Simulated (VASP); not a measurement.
# Si (P6_3/mmc) in VASP: further runs

Runs on Si. Level: PBEsol. Tasks: relaxation of cell and atoms, single point.

Everything below comes from runs of VASP 6.6.1. Logs are shortened: lines on timing, memory, paths and dates and some standing lists are left out, and cuts for length are marked.

### 1 The cell of the first run

The structure is hexagonal, space group P6_3/mmc (No. 194). The conventional cell has a = 2.769 Å, b = 2.769 Å, c = 4.522 Å, α = 90.00°, β = 90.00°, γ = 120.00°. Within 3.6 Å of Si (site symmetry -6m2) lie 12 Si at 2.77 Å.

This isn't the form of Si at room conditions, which is diamond.

### 2 Relaxation of cell and atoms, PBEsol

INCAR

```
SYSTEM = Si
PREC     = Accurate       ! precision mode
ENCUT    = 600            ! plane-wave cutoff, eV
EDIFF    = 1E-7           ! SCF threshold, eV
ISMEAR   = -1             ! smearing method
SIGMA    = 0.1            ! smearing width, eV
LREAL    = .FALSE.        ! projectors in reciprocal space
LASPH    = .TRUE.         ! aspherical terms in the spheres
NELM     = 100            ! most SCF steps
ALGO     = Normal         ! electronic algorithm
ISIF     = 3              ! what is computed and relaxed
LWAVE    = .FALSE.        ! write WAVECAR
LCHARG   = .FALSE.        ! write CHGCAR
GGA      = PS             ! functional
IBRION   = 2              ! ionic algorithm
NSW      = 80             ! ionic steps
EDIFFG   = -0.01          ! ionic threshold
```

KPOINTS

```
Automatic mesh
0
G
  13 13 7
  0 0 0
```

POSCAR

```
Si
1.0
    2.7691764586      0.0000000000      0.0000000000
   -1.3845882293      2.3981771607      0.0000000000
    0.0000000000      0.0000000000      4.5220651569
Si
2
Direct
    0.3333333333      0.6666666667      0.2500000000
    0.6666666667      0.3333333333      0.7500000000
```

Potentials or basis: VASP PAW PBE potentials, release 64 (Si).

Command:

```sh
$ cat potpaw_PBE.64/Si/POTCAR > POTCAR
$ mpirun -np 1 vasp_std > vasp.out
```

OUTCAR:

```text
SYSTEM = Si
   PREC = Accurate
   ENCUT = 600
   EDIFF = 1E-7
   ISMEAR = -1
   LREAL = .FALSE.
   LASPH = .TRUE.
   NELM = 100
   ISIF = 3
   GGA = PS
   IBRION = 2
   NSW = 80
   EDIFFG = -0.01

 ion  position               nearest neighbor table
   1  0.333  0.667  0.250-   2 2.77   2 2.77   2 2.77   2 2.77   2 2.77   2 2.77
   2  0.667  0.333  0.750-   1 2.77   1 2.77   1 2.77   1 2.77   1 2.77   1 2.77

  LATTYP: Found a hexagonal cell.
 ALAT       =     2.7691764586
 C/A-ratio  =     1.6330000000

  Lattice vectors:

 A1 = (   2.7691764586,   0.0000000000,   0.0000000000)
 A2 = (  -1.3845882293,   2.3981771607,   0.0000000000)
 A3 = (   0.0000000000,   0.0000000000,   4.5220651569)

Analysis of symmetry for initial positions (statically):
=====================================================================
 Subroutine PRICEL returns:
 Original cell was already a primitive cell.

 Routine SETGRP: Setting up the symmetry group for a
 hexagonal supercell.

 Subroutine GETGRP returns: Found 24 space group operations
 (whereof 12 operations were pure point group operations)
 out of a pool of 24 trial point group operations.

The static configuration has the point symmetry D_3d.
 The point group associated with its full space group is D_6h.

Analysis of symmetry for dynamics (positions and initial velocities):
=====================================================================
 Subroutine PRICEL returns:
 Original cell was already a primitive cell.

 Routine SETGRP: Setting up the symmetry group for a
 hexagonal supercell.

 Subroutine GETGRP returns: Found 24 space group operations
 (whereof 12 operations were pure point group operations)
 out of a pool of 24 trial point group operations.

The dynamic configuration has the point symmetry D_3d.
 The point group associated with its full space group is D_6h.

 Subroutine INISYM returns: Found 24 space group operations
 (whereof 12 operations are pure point group operations),
 and found     1 'primitive' translations

----------------------------------------------------------------------------------------

                                     Primitive cell

  volume of cell :      30.0309

  direct lattice vectors                    reciprocal lattice vectors
     2.769176459  0.000000000  0.000000000     0.361118193  0.208491686  0.000000000
    -1.384588229  2.398177161  0.000000000     0.000000000  0.416983372  0.000000000
     0.000000000  0.000000000  4.522065157     0.000000000  0.000000000  0.221137902

  length of vectors
     2.769176459  2.769176459  4.522065157     0.416983372  0.416983372  0.221137902

  position of ions in fractional coordinates (direct lattice)
     0.333333333  0.666666667  0.250000000
     0.666666667  0.333333333  0.750000000

  ion indices of the primitive-cell ions
   primitive index   ion index
                 1           1
                 2           2

----------------------------------------------------------------------------------------

 KPOINTS: Automatic mesh

Automatic generation of k-mesh.
 Grid dimensions read from file:
 generate k-points for:   13   13    7

 Generating k-lattice:

  Cartesian coordinates                     Fractional coordinates (reciprocal lattice)
     0.027778323  0.016037822  0.000000000     0.076923077  0.000000000  0.000000000
     0.000000000  0.032075644  0.000000000     0.000000000  0.076923077  0.000000000
     0.000000000  0.000000000  0.031591129     0.000000000  0.000000000  0.142857143

  Length of vectors
     0.032075644  0.032075644  0.031591129

  Shift w.r.t. Gamma in fractional coordinates (k-lattice)
     0.000000000  0.000000000  0.000000000

 Subroutine IBZKPT returns following result:
 ===========================================

 Found     84 irreducible k-points:

 Following reciprocal coordinates:
            Coordinates               Weight
  0.000000  0.000000  0.000000      1.000000
  0.076923 -0.000000  0.000000      6.000000
  0.153846 -0.000000  0.000000      6.000000
  0.230769  0.000000  0.000000      6.000000
  0.307692 -0.000000  0.000000      6.000000
  0.384615 -0.000000  0.000000      6.000000
[... 16 lines left out ...]
  0.076923 -0.000000  0.142857     12.000000
  0.153846 -0.000000  0.142857     12.000000
 [... further k-points ...]
   k-points           NKPTS =     84   k-points in BZ     NKDIM =     84   number of bands    NBANDS=      8
   number of dos      NEDOS =    301   number of ions     NIONS =      2
   total plane-waves  NPLWV =  20736
   dimension x,y,z NGX =    24 NGY =   24 NGZ =   36
   dimension x,y,z NGXF=    48 NGYF=   48 NGZF=   72
   ions per type =               2
   NGX,Y,Z   is equivalent  to a cutoff of  14.41, 14.41, 13.23 a.u.
   NGXF,Y,Z  is equivalent  to a cutoff of  28.82, 28.82, 26.47 a.u.
 SYSTEM =  Si
   PREC   = accura    normal or accurate (medium, high low for compatibility)
   ISTART =      0    job   : 0-new  1-cont  2-samecut
   ICHARG =      2    charge: 1-file 2-atom 10-const
   ISPIN  =      1    spin polarized calculation?
   LNONCOLLINEAR =      F non collinear calculations
   LSORBIT =      F    spin-orbit coupling
   LASPH  =      T    aspherical Exc in radial PAW
   ENCUT  =  600.0 eV  44.10 Ry    6.64 a.u.   5.53  5.53  9.03*2*pi/ulx,y,z
   NELM   =    100;   NELMIN=  2; NELMDL= -5     # of ELM steps
   EDIFF  = 0.1E-06   stopping-criterion for ELM
   LREAL  =      F    real-space projection
   EDIFFG = -.1E-01   stopping-criterion for IOM
   NSW    =     80    number of steps for IOM
   IBRION =      2    ionic relax: 0-MD 1-quasi-New 2-CG
   NFREE  =      1    steps in history (QN), initial steepest desc. (CG)
   ISIF   =      3    stress and relaxation
   ISYM   =      2    0-nonsym 1-usesym 2-fastsym
   POTIM  = 0.5000    time-step for ionic-motion
   TEBEG  =    0.0;   TEEND  =   0.0 temperature during run
   PSTRESS=    0.0 pullay stress
   NELECT =       8.0000    total number of electrons
   NUPDOWN=      -1.0000    fix difference up-down
   EMIN   =  10.00;   EMAX   =-10.00  energy-range for DOS
   EFERMI =   0.00;   METHOD = LEGACY
   ISMEAR =    -1;   SIGMA  =   0.10  broadening in eV -4-tet -1-fermi 0-gaus
   EFERMI_NEDOS =   21; number of points for ismear=-14 and -15
   IALGO  =     38    algorithm
   IMIX   =      4    mixing-type and parameters
     AMIX     =   0.40;   BMIX     =  1.00
     AMIX_MAG =   1.60;   BMIX_MAG =  1.00
  volume/ion in A,a.u.               =      15.02       101.33
  Fermi-wavevector in a.u.,A,eV,Ry     =   1.053372  1.990585 15.096934  1.109593
  Thomas-Fermi vector in A             =   2.188491
   LORBIT       =      0    0 simple, 1 ext, 2 COOP (PROOUT), +10 PAW based schemes
   GGA     = PS    functional components
   LHFCALC =     F    Hartree Fock is set to
   AEXX    =    0.0000 exact exchange contribution
   IVDW    =     0    specifies the selected vdW correction
   LEPSILON=     F    determine dielectric tensor
   LRPA    =     F    only Hartree local field effects (RPA)
 conjugate gradient relaxation of ions
 non-spin polarized calculation
  energy-cutoff  :      600.00
  volume of cell :       30.03
 maximum number of plane-waves:      1026
 NGX is ok and might be reduce to    24
   NGX = 11   NGY = 11   NGZ = 19

--------------------------------------- Ionic step        1  -------------------------------------------

 number of electron       8.0000001 magnetization

 Free energy of the ion-electron system (eV)
  ---------------------------------------------------
  ext. energy  EPLUGINS =         0.00000000
  ---------------------------------------------------
  free energy    TOTEN  =       -10.70783541 eV

  energy without entropy =      -10.68086579  energy(sigma->0) =      -10.69435060

 E-fermi :   9.6320     XC(G=0): -11.0988

 val. band max:        9.6279325737   @ k =   0.2308   0.1538   0.0000
 cond. band min:       9.6762239419   @ k =   0.0769  -0.0000   0.4286
 fundamental gap:      0.0482913681
 Fermi energy:         9.6320473974

 k-point     1 :       0.0000    0.0000    0.0000
  band No.  band energies     occupation
      1      -4.4783      2.00000
      2       2.1363      2.00000
      3       2.9114      2.00000
      4      17.4550      0.00000
      5      17.4550      0.00000
      6      18.9855      0.00000
      7      18.9855      0.00000
      8      20.4687      0.00000
[... 243 lines left out ...]
 k-point    24 :       0.1538   -0.0000    0.1429
  band No.  band energies     occupation
      1      -3.7376      2.00000
      2       1.2375      2.00000
      3       5.2199      2.00000
      4      12.8828      0.00000
      5      15.4485      0.00000
      6      17.1272      0.00000
      7      17.5969      0.00000
      8      19.1221      0.00000

 [... further k-points ...]

------------------------ aborting loop because EDIFF is reached ----------------------------------------

  FORCE on cell =-STRESS in cart. coord.  units (eV):
  Direction    XX          YY          ZZ          XY          YZ          ZX
  --------------------------------------------------------------------------------------
  -------------------------------------------------------------------------------------
  Total       -1.1070199     -1.1070199     -1.0237161      0.0000000      0.0000000      0.0000000
  in kB      -59.0605244    -59.0605244    -54.6161909      0.0000000      0.0000000      0.0000000
  external PRESSURE =     -57.5790799 kB  Pullay stress =       0.0000000 kB
[... 273 lines left out ...]
  energy  without entropy=      -10.7241749472  energy(sigma->0) =      -10.73578050

--------------------------------------- Ionic step        9  -------------------------------------------

 number of electron       8.0000000 magnetization

 Free energy of the ion-electron system (eV)
  ---------------------------------------------------
  ext. energy  EPLUGINS =         0.00000000
  ---------------------------------------------------
  free energy    TOTEN  =       -10.74747656 eV

  energy without entropy =      -10.72430316  energy(sigma->0) =      -10.73588986

 E-fermi :  10.5397     XC(G=0): -11.3755

 val. band max:       10.5273522989   @ k =   0.4615  -0.0000   0.1429
 cond. band min:      10.5592856626   @ k =   0.4615   0.0769   0.0000
 fundamental gap:      0.0319333637
 Fermi energy:        10.5397263006

 k-point     1 :       0.0000    0.0000    0.0000
  band No.  band energies     occupation
      1      -4.2053      2.00000
      2       2.5165      2.00000
      3       3.2758      2.00000
      4      19.3215      0.00000
      5      19.3215      0.00000
      6      20.6520      0.00000
      7      20.6520      0.00000
      8      21.6171      0.00000
[... 243 lines left out ...]
 k-point    24 :       0.1538   -0.0000    0.1429
  band No.  band energies     occupation
      1      -3.4233      2.00000
      2       1.6237      2.00000
      3       5.6565      2.00000
      4      14.2647      0.00000
      5      17.0346      0.00000
      6      18.6532      0.00000
      7      18.7946      0.00000
      8      20.2228      0.00000

 [... further k-points ...]

------------------------ aborting loop because EDIFF is reached ----------------------------------------

  FORCE on cell =-STRESS in cart. coord.  units (eV):
  Direction    XX          YY          ZZ          XY          YZ          ZX
  --------------------------------------------------------------------------------------
  -------------------------------------------------------------------------------------
  Total       -0.0194261     -0.0194261      0.0193510      0.0000000     -0.0000000      0.0000000
  in kB       -1.1106755     -1.1106755      1.1063795      0.0000000     -0.0000000      0.0000000
  external PRESSURE =      -0.3716572 kB  Pullay stress =       0.0000000 kB
[... 17 lines left out ...]
  FREE ENERGIE OF THE ION-ELECTRON SYSTEM (eV)
  ---------------------------------------------------
  free  energy   TOTEN  =       -10.7474765591 eV

  energy  without entropy=      -10.7243031581  energy(sigma->0) =      -10.73588986

 reached required accuracy - stopping structural energy minimisation
```

Wall time 1.7 min (1 thread of Intel Xeon 8259CL, shared host); peak memory 0.16 GiB.

What came out:

```
Free energy                           : -10.7475 eV
Relaxed volume                        : 14.01 Å³/atom
Relaxed cell                          : a = 2.685 Å, b = 2.685 Å, c = 4.489 Å, α = 90.00°, β = 90.00°, γ = 120.00°
Space group after relaxing (to 0.1 Å) : P6_3/mmc (No. 194)
Energy gained by relaxing             : 19.8 meV/atom
Ionic steps                           : 9
Pressure after relaxing               : 0.0 GPa
Band gap on the k mesh                : zero (bands 4 and 5 overlap by 12.00 eV)
```

The path:
```tsv
step	energy change (eV)	largest force (eV/Å)	pressure (GPa)	volume (Å³)
1	0.0000	0.0000	-5.76	30.03
2	-0.0381	0.0000	0.86	27.75
3	-0.0388	0.0000	0.02	27.99
4	-0.0388	0.0000	-0.11	28.03
5	-0.0388	0.0000	-0.11	28.03
6	-0.0391	0.0000	-0.10	28.03
7	-0.0395	0.0000	-0.06	28.03
8	-0.0396	0.0000	0.02	28.01
9	-0.0396	0.0000	-0.04	28.02
```

Final structure:
```xyz
2
Lattice="2.6848 0.0000 0.0000 -1.3424 2.3251 0.0000 0.0000 0.0000 4.4890" Properties=species:S:1:pos:R:3 pbc="T T T"
Si    0.0000    1.5501    1.1222
Si    1.3424    0.7750    3.3667
```

Levels at points of the mesh, in eV from the Fermi level:
```tsv
k point	band 2	band 3	band 4	band 5	band 6	band 7
(0.00, 0.00, 0.00)	-8.02	-7.26	8.78	8.78	10.11	10.11
```

Caveat: the PAW data sets were made with another functional, which shifts forces and pressure a little.

(Continued in part 2 of 2.)
